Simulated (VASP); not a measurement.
A run of VASP 6.6.1 is set up as follows.

File INCAR:

```
SYSTEM = Al32H
  PREC = Accurate
  ENCUT = 520
  EDIFF = 1E-6
  ISMEAR = 0
  SIGMA = 0.1
  LREAL = Auto
  LASPH = .True.
  NELM = 60
  ALGO = Normal
  ISIF = 2
  LWAVE = .False.
  LCHARG = .False.
  LDIPOL = .True.
  IDIPOL = 3
  DIPOL = 0.5 0.5 0.370
  GGA = PE
  IVDW = 12
  NBANDS = 70
```

Contents of KPOINTS:

```
Automatic mesh
0
Gamma
  6 6 1
  0 0 0
```

Contents of POSCAR:

```
Al32H
1.0
    5.6288445222      0.0000000000      0.0000000000
   -2.8144222611      4.8747223502      0.0000000000
    0.0000000000      0.0000000000     33.5549453352
Al H
32 1
Direct
    0.1666666667      0.3333333333      0.1192074658
    0.1666666667      0.8333333333      0.1192074658
    0.6666666667      0.3333333333      0.1192074658
    0.6666666667      0.8333333333      0.1192074658
    0.0000000000      0.0000000000      0.1880575786
    0.0000000000      0.5000000000      0.1880575786
    0.5000000000      0.0000000000      0.1880575786
    0.5000000000      0.5000000000      0.1880575786
    0.3333333333      0.1666666667      0.2569076914
    0.3333333333      0.6666666667      0.2569076914
    0.8333333333      0.1666666667      0.2569076914
    0.8333333333      0.6666666667      0.2569076914
    0.0000000000      0.0000000000      0.3257578042
    0.0000000000      0.5000000000      0.3257578042
    0.5000000000      0.0000000000      0.3257578042
    0.5000000000      0.5000000000      0.3257578042
    0.1666666667      0.3333333333      0.3941383343
    0.1666666667      0.8333333333      0.3941383343
    0.6666666667      0.3333333333      0.3941383343
    0.6666666667      0.8333333333      0.3941383343
    0.0000000000      0.0000000000      0.4632563468
    0.0000000000      0.5000000000      0.4632563468
    0.5000000000      0.0000000000      0.4632563468
    0.5000000000      0.5000000000      0.4632563468
    0.3333333333      0.1666666667      0.5326957441
    0.3333333333      0.6666666667      0.5326957441
    0.8333333333      0.1666666667      0.5326957441
    0.8333333333      0.6666666667      0.5326957441
    0.0000000000      0.0000000000      0.6036351761
    0.0000000000      0.5000000000      0.6036351761
    0.5000000000      0.0000000000      0.6036351761
    0.5000000000      0.5000000000      0.6036351761
    0.1666666667      0.0833333333      0.6781398422
```

Potentials or basis: VASP PAW PBE potentials, release 64 (Al, H).

Run with:

```bash
$ cat potpaw_PBE.64/Al/POTCAR potpaw_PBE.64/H/POTCAR > POTCAR
$ mpirun -np 1 vasp_std > vasp.out
```

Predict the largest force.

1.439 eV/Å.

Predict the dispersion energy per atom.

-0.298 eV.

Forces in eV/Å, atoms in the order of the input:
```
Al  -0.010  0.012 -0.089
Al   0.005 -0.015 -0.089
Al   0.009  0.005 -0.092
Al  -0.003 -0.002 -0.094
Al  -0.002 -0.001  0.081
Al   0.003  0.002  0.077
Al   0.003  0.003  0.081
Al   0.004  0.001  0.081
Al  -0.003 -0.002  0.024
Al   0.002  0.001  0.004
Al   0.001 -0.008  0.004
Al  -0.006  0.005  0.004
Al   0.013  0.007  0.025
Al  -0.005 -0.003 -0.002
Al  -0.015  0.013  0.002
Al   0.004 -0.019  0.002
Al   0.010 -0.023  0.015
Al  -0.015  0.020  0.015
Al  -0.009 -0.005  0.046
Al   0.013  0.008  0.028
Al   0.026  0.015 -0.053
Al  -0.027 -0.016  0.006
Al  -0.027  0.030  0.012
Al   0.012 -0.039  0.012
Al  -0.036 -0.021  0.031
Al   0.002  0.001 -0.075
Al   0.021  0.023 -0.044
Al   0.030  0.007 -0.044
Al   0.228  0.132  1.196
Al  -0.010 -0.005 -0.011
Al  -0.029  0.001  0.137
Al  -0.014 -0.025  0.137
H   -0.176 -0.102 -1.425
```
